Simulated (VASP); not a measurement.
# Rh (P3_121) in VASP: relaxation of cell and atoms with r2SCAN

Aim: the relaxation of cell and atoms of Rh with r2SCAN.

Everything below comes from runs of VASP 6.6.1. Logs are shortened: lines on timing, memory, paths and dates and some standing lists are left out, and cuts for length are marked.

**1. The cell of the first run**

The structure is trigonal, space group P3_121 (No. 152). Conventional cell: a = 3.501 Å, b = 3.501 Å, c = 3.972 Å, α = 90.00°, β = 90.00°, γ = 120.00°. Rh (site symmetry 2) has 2 Rh at 1.90 Å within 2.5 Å.

**2. Relaxation of cell and atoms, r2SCAN**

File POSCAR:

```
Rh
1.0
    3.5014185697      0.0000000000      0.0000000000
   -1.7507092849      3.0323174307      0.0000000000
    0.0000000000      0.0000000000      3.9724765768
Rh
3
Direct
    0.2254000000      0.0000000000      0.3333333333
    0.0000000000      0.2254000000      0.6666666667
    0.7746000000      0.7746000000      0.0000000000
```

File INCAR.step1:

```
ALGO     = Normal         # electronic algorithm
EDIFF    = 1E-4           # SCF threshold, eV
ENCUT    = 600            # plane-wave cutoff, eV
GGA      = PE             # functional
ISMEAR   = 0              # smearing method
LASPH    = True           # aspherical terms in the spheres
LCHARG   = False          # write CHGCAR
LREAL    = False          # projectors in reciprocal space
LWAVE    = True           # write WAVECAR
NELM     = 60             # most SCF steps
PREC     = Accurate       # precision mode
SIGMA    = 0.1            # smearing width, eV
```

File INCAR.step2:

```
ALGO     = Normal         # electronic algorithm
EDIFF    = 1E-6           # SCF threshold, eV
EDIFFG   = -0.04          # ionic threshold
ENCUT    = 600            # plane-wave cutoff, eV
IBRION   = 2              # ionic algorithm
ISIF     = 3              # what is computed and relaxed
ISMEAR   = 0              # smearing method
ISTART   = 1            
LASPH    = True           # aspherical terms in the spheres
LCHARG   = False          # write CHGCAR
LMIXTAU  = True         
LREAL    = False          # projectors in reciprocal space
LWAVE    = False          # write WAVECAR
METAGGA  = R2SCAN         # meta-GGA
NELM     = 60             # most SCF steps
NSW      = 90             # ionic steps
PREC     = Accurate       # precision mode
SIGMA    = 0.1            # smearing width, eV
```

File KPOINTS:

```
k-points
0
Gamma
  6 6 4
```

Potentials or basis: VASP PAW PBE potentials, release 64 (Rh_pv).

Started as:

```
cat potpaw_PBE.64/Rh_pv/POTCAR > POTCAR
cp INCAR.step1 INCAR
mpirun -np 1 vasp_std > vasp.out
cp INCAR.step2 INCAR
mpirun -np 1 vasp_std > vasp.out
```

OUTCAR:

```text
EDIFF = 1E-6
   EDIFFG = -0.04
   ENCUT = 600
   IBRION = 2
   ISIF = 3
   ISMEAR = 0
   ISTART = 1
   LASPH = True
   LREAL = False
   METAGGA = R2SCAN
   NELM = 60
   NSW = 90
   PREC = Accurate

 ion  position               nearest neighbor table
   1  0.225  0.000  0.333-   3 1.90   2 1.90   3 2.76   3 2.76   2 2.76   2 2.76   2 2.98   3 2.98

   2  0.000  0.225  0.667-   3 1.90   1 1.90   3 2.76   3 2.76   1 2.76   1 2.76   1 2.98   3 2.98

   3  0.775  0.775  0.000-   1 1.90   2 1.90   2 2.76   1 2.76   1 2.76   2 2.76   1 2.98   2 2.98

  LATTYP: Found a hexagonal cell.
 ALAT       =     3.5014185697
 C/A-ratio  =     1.1345334749

  Lattice vectors:

 A1 = (   3.5014185697,   0.0000000000,   0.0000000000)
 A2 = (  -1.7507092849,   3.0323174307,   0.0000000000)
 A3 = (   0.0000000000,   0.0000000000,   3.9724765768)

Analysis of symmetry for initial positions (statically):
=====================================================================
 Subroutine PRICEL returns:
 Original cell was already a primitive cell.

 Routine SETGRP: Setting up the symmetry group for a
 hexagonal supercell.

 Subroutine GETGRP returns: Found  6 space group operations
 (whereof  2 operations were pure point group operations)
 out of a pool of 24 trial point group operations.

The static configuration has the point symmetry C_2 .
 The point group associated with its full space group is D_3 .

Analysis of symmetry for dynamics (positions and initial velocities):
=====================================================================
 Subroutine PRICEL returns:
 Original cell was already a primitive cell.

 Routine SETGRP: Setting up the symmetry group for a
 hexagonal supercell.

 Subroutine GETGRP returns: Found  6 space group operations
 (whereof  2 operations were pure point group operations)
 out of a pool of 24 trial point group operations.

The dynamic configuration has the point symmetry C_2 .
 The point group associated with its full space group is D_3 .

 Subroutine INISYM returns: Found  6 space group operations
 (whereof  2 operations are pure point group operations),
 and found     1 'primitive' translations

----------------------------------------------------------------------------------------

                                     Primitive cell

  volume of cell :      42.1774

  direct lattice vectors                    reciprocal lattice vectors
     3.501418570  0.000000000  0.000000000     0.285598531  0.164890389  0.000000000
    -1.750709285  3.032317431  0.000000000     0.000000000  0.329780778  0.000000000
     0.000000000  0.000000000  3.972476577     0.000000000  0.000000000  0.251732133

  length of vectors
     3.501418570  3.501418570  3.972476577     0.329780778  0.329780778  0.251732133

  position of ions in fractional coordinates (direct lattice)
     0.225400000  0.000000000  0.333333333
     0.000000000  0.225400000  0.666666667
     0.774600000  0.774600000  0.000000000

  ion indices of the primitive-cell ions
   primitive index   ion index
                 1           1
                 2           2
                 3           3

----------------------------------------------------------------------------------------

 KPOINTS: k-points

Automatic generation of k-mesh.
 Grid dimensions read from file:
 generate k-points for:    6    6    4

 Generating k-lattice:

  Cartesian coordinates                     Fractional coordinates (reciprocal lattice)
     0.047599755  0.027481731  0.000000000     0.166666667  0.000000000  0.000000000
     0.000000000  0.054963463  0.000000000     0.000000000  0.166666667  0.000000000
     0.000000000  0.000000000  0.062933033     0.000000000  0.000000000  0.250000000

  Length of vectors
     0.054963463  0.054963463  0.062933033

  Shift w.r.t. Gamma in fractional coordinates (k-lattice)
     0.000000000  0.000000000  0.000000000

 Subroutine IBZKPT returns following result:
 ===========================================

 Found     24 irreducible k-points:

 Following reciprocal coordinates:
            Coordinates               Weight
  0.000000  0.000000  0.000000      1.000000
  0.166667 -0.000000  0.000000      6.000000
  0.333333  0.000000  0.000000      6.000000
  0.500000  0.000000  0.000000      3.000000
  0.166667  0.166667  0.000000      6.000000
  0.333333  0.166667  0.000000     12.000000
[... 16 lines left out ...]
  0.333333  0.166667  0.500000     12.000000
  0.333333  0.333333  0.500000      2.000000
   k-points           NKPTS =     24   k-points in BZ     NKDIM =     24   number of bands    NBANDS=     27
   number of dos      NEDOS =    301   number of ions     NIONS =      3
   total plane-waves  NPLWV =  25088
   dimension x,y,z NGX =    28 NGY =   28 NGZ =   32
   dimension x,y,z NGXF=    56 NGYF=   56 NGZF=   64
   ions per type =               3
   NGX,Y,Z   is equivalent  to a cutoff of  13.29, 13.29, 13.39 a.u.
   NGXF,Y,Z  is equivalent  to a cutoff of  26.59, 26.59, 26.78 a.u.
 SYSTEM =  unknown system
   PREC   = accura    normal or accurate (medium, high low for compatibility)
   ISTART =      1    job   : 0-new  1-cont  2-samecut
   ICHARG =      0    charge: 1-file 2-atom 10-const
   ISPIN  =      1    spin polarized calculation?
   LNONCOLLINEAR =      F non collinear calculations
   LSORBIT =      F    spin-orbit coupling
   LASPH  =      T    aspherical Exc in radial PAW
   ENCUT  =  600.0 eV  44.10 Ry    6.64 a.u.   6.99  6.99  7.93*2*pi/ulx,y,z
   NELM   =     60;   NELMIN=  2; NELMDL=  0     # of ELM steps
   EDIFF  = 0.1E-05   stopping-criterion for ELM
   LREAL  =      F    real-space projection
   EDIFFG = -.4E-01   stopping-criterion for IOM
   NSW    =     90    number of steps for IOM
   IBRION =      2    ionic relax: 0-MD 1-quasi-New 2-CG
   NFREE  =      1    steps in history (QN), initial steepest desc. (CG)
   ISIF   =      3    stress and relaxation
   ISYM   =      2    0-nonsym 1-usesym 2-fastsym
   POTIM  = 0.5000    time-step for ionic-motion
   TEBEG  =    0.0;   TEEND  =   0.0 temperature during run
   PSTRESS=    0.0 pullay stress
   NELECT =      45.0000    total number of electrons
   NUPDOWN=      -1.0000    fix difference up-down
   EMIN   =  10.00;   EMAX   =-10.00  energy-range for DOS
   EFERMI =   0.00;   METHOD = LEGACY
   ISMEAR =     0;   SIGMA  =   0.10  broadening in eV -4-tet -1-fermi 0-gaus
   EFERMI_NEDOS =   21; number of points for ismear=-14 and -15
   IALGO  =     38    algorithm
   IMIX   =      4    mixing-type and parameters
     AMIX     =   0.40;   BMIX     =  1.00
     AMIX_MAG =   1.60;   BMIX_MAG =  1.00
  volume/ion in A,a.u.               =      14.06        94.88
  Fermi-wavevector in a.u.,A,eV,Ry     =   1.672832  3.161194 38.074092  2.798367
  Thomas-Fermi vector in A             =   2.757910
   LORBIT       =      0    0 simple, 1 ext, 2 COOP (PROOUT), +10 PAW based schemes
   METAGGA = R2SCAN    functional components
   LHFCALC =     F    Hartree Fock is set to
   AEXX    =    0.0000 exact exchange contribution
   IVDW    =     0    specifies the selected vdW correction
   LEPSILON=     F    determine dielectric tensor
   LRPA    =     F    only Hartree local field effects (RPA)
 conjugate gradient relaxation of ions
 non-spin polarized calculation
 Gauss-broadening in eV      SIGMA  =   0.10
  energy-cutoff  :      600.00
  volume of cell :       42.18
 maximum number of plane-waves:      1426
   NGX = 13   NGY = 13   NGZ = 15

--------------------------------------- Ionic step        1  -------------------------------------------

 number of electron      45.0000000 magnetization

 Free energy of the ion-electron system (eV)
  ---------------------------------------------------
  ext. energy  EPLUGINS =         0.00000000
  ---------------------------------------------------
  free energy    TOTEN  =       -60.51179159 eV

  energy without entropy =      -60.49624383  energy(sigma->0) =      -60.50401771

 E-fermi :  12.2949     XC(G=0): -14.6214

 val. band max:       12.2772572974   @ k =   0.1667  -0.0000   0.5000
 cond. band min:      12.3062744401   @ k =   0.3333   0.3333   0.5000
 fundamental gap:      0.0290171427
 Fermi energy:        12.2949203114

 k-point     1 :       0.0000    0.0000    0.0000
  band No.  band energies     occupation
      1     -39.8658      2.00000
      2     -39.8658      2.00000
      3     -38.8407      2.00000
      4     -36.8672      2.00000
      5     -36.8672      2.00000
      6     -36.5877      2.00000
[... 743 lines left out ...]
  energy  without entropy=      -60.4962438290  energy(sigma->0) =      -60.50401771

--------------------------------------- Ionic step        2  -------------------------------------------

 number of electron      45.0000014 magnetization

 E-fermi :  -0.9987     XC(G=0):  -6.9940

 val. band max:       -0.9990322032   @ k =   0.1667  -0.0000   0.2500
 cond. band min:      -0.9960704939   @ k =   0.3333   0.1667   0.0000
 fundamental gap:      0.0029617093
 Fermi energy:        -0.9987257892

 k-point     1 :       0.0000    0.0000    0.0000
  band No.  band energies     occupation
      1     -47.1309      2.00000
      2     -47.1194      2.00000
      3     -47.1193      2.00000
      4     -47.0607      2.00000
      5     -47.0606      2.00000
      6     -47.0577      2.00000
[... 776 lines left out ...]
  FREE ENERGIE OF THE ION-ELECTRON SYSTEM (eV)
  ---------------------------------------------------
  free  energy   TOTEN  =       -66.1787279796 eV

  energy  without entropy=      -66.1268910154  energy(sigma->0) =      -66.15280950

[... ionic steps 4 to 9 ...]

--------------------------------------- Ionic step       10  -------------------------------------------

 number of electron      44.9999999 magnetization

------------------------ aborting loop because EDIFF is reached ----------------------------------------

  FORCE on cell =-STRESS in cart. coord.  units (eV):
  Direction    XX          YY          ZZ          XY          YZ          ZX
  --------------------------------------------------------------------------------------
  -------------------------------------------------------------------------------------
  Total        0.6786663      0.6786663      0.8385882     -0.0000000      0.0000000      0.0000000
  in kB       22.9808336     22.9808336     28.3960674     -0.0000000      0.0000000      0.0000000
  external PRESSURE =      24.7859115 kB  Pullay stress =       0.0000000 kB
[... 59 lines left out ...]
  energy  without entropy=      -69.9977822427  energy(sigma->0) =      -70.01212562

--------------------------------------- Ionic step       12  -------------------------------------------

 number of electron      45.0000001 magnetization

 Free energy of the ion-electron system (eV)
  ---------------------------------------------------
  ext. energy  EPLUGINS =         0.00000000
  ---------------------------------------------------
  free energy    TOTEN  =       -70.02788251 eV

  energy without entropy =      -69.99923088  energy(sigma->0) =      -70.01355670

 E-fermi :   9.3722     XC(G=0): -13.8302

 val. band max:        9.3719606103   @ k =   0.3333   0.0000   0.5000
 cond. band min:       9.3828880789   @ k =   0.1667  -0.0000   0.2500
 fundamental gap:      0.0109274686
 Fermi energy:         9.3722139109

 k-point     1 :       0.0000    0.0000    0.0000
  band No.  band energies     occupation
      1     -38.4503      2.00000
      2     -38.4492      2.00000
      3     -38.4492      2.00000
      4     -38.4479      2.00000
      5     -38.4368      2.00000
      6     -38.4368      2.00000
[... 739 lines left out ...]
  FREE ENERGIE OF THE ION-ELECTRON SYSTEM (eV)
  ---------------------------------------------------
  free  energy   TOTEN  =       -70.0278825148 eV

  energy  without entropy=      -69.9992308839  energy(sigma->0) =      -70.01355670

 reached required accuracy - stopping structural energy minimisation
```

It took 9.6 min on 1 thread of Intel Xeon 6975P-C (Granite Rapids), shared host; peak memory 0.19 GiB.

Results:

* Free energy: -70.0279 eV
* Relaxed volume: 15.91 Å³/atom
* Relaxed cell: a = 3.587 Å, b = 3.587 Å, c = 4.283 Å, α = 90.00°, β = 90.00°, γ = 120.00°
* Space group after relaxing (to 0.1 Å): Pm-3m (No. 221)
* Pressure after relaxing: 0.2 GPa
* Largest force after relaxing: 0.006 eV/Å
* Band gap on the k mesh: zero (an odd number of electrons rules out a gap without spin polarisation)

Forces on the atoms (eV/Å):
```
Rh  -0.006  0.000  0.000
Rh   0.003 -0.006  0.000
Rh   0.003  0.006  0.000
```

Final structure:
```
CELL_PARAMETERS angstrom
3.58731 0.00000 0.00000
-1.79365 3.10670 0.00000
0.00000 0.00000 4.28335
ATOMIC_POSITIONS crystal
Rh 0.33350 0.00000 0.33333
Rh 0.00000 0.33350 0.66667
Rh 0.66650 0.66650 0.00000
```

Caveat: the k points lie up to 0.37 Å⁻¹ apart in the final cell, too coarse for converged energies and pressures of a metal; the PAW data sets were made with another functional, which shifts forces and pressure a little.
